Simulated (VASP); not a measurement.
The system is KMgF3.

```
K Mg F
1.0
     3.98590    0.00000    0.00000
     0.00000    3.98590    0.00000
     0.00000    0.00000    3.98590
K Mg F
1 1 3
Direct
  0.50000 0.50000 0.50000
  0.00000 0.00000 0.00000
  0.00000 0.00000 0.50000
  0.00000 0.50000 0.00000
  0.50000 0.00000 0.00000
```

```yaml
Program: VASP 6.6.1
Task: relaxation of cell and atoms
Functional: PBEsol
Dispersion: D3(BJ)
Potentials_or_basis: VASP PAW PBE potentials, release 64 (K_sv, Mg, F)
Cutoff: 600 eV
k_mesh: 7 × 7 × 7
Occupations: fermi-dirac, width 0.05 eV
Spin: no spin polarisation
```

At the start: pressure -2.2 GPa; volume 12.67 Å³/atom.

How do energy, volume and symmetry change on relaxing?

Over 3 steps the energy falls by 2.5 meV/atom and the volume is 12.30 Å³/atom (-2.9 %); space group Pm-3m (No. 221, to 0.1 Å) before and after.

Step by step:
| step | energy change (eV) | largest force (eV/Å) | pressure (GPa) | volume (Å³) |
| --- | --- | --- | --- | --- |
| 1 | 0.0000 | 0.0000 | -2.15 | 63.33 |
| 2 | -0.0123 | 0.0000 | -0.34 | 61.78 |
| 3 | -0.0125 | 0.0000 | 0.00 | 61.51 |

Final structure:
```
K Mg F
1.0
     3.94748    0.00000    0.00000
     0.00000    3.94748    0.00000
     0.00000    0.00000    3.94748
K Mg F
1 1 3
Cartesian
  1.9737 1.9737 1.9737
  0.0000 0.0000 0.0000
  0.0000 0.0000 1.9737
  0.0000 1.9737 0.0000
  1.9737 0.0000 0.0000
```

Caveat: the PAW data sets were made with another functional, which shifts forces and pressure a little.
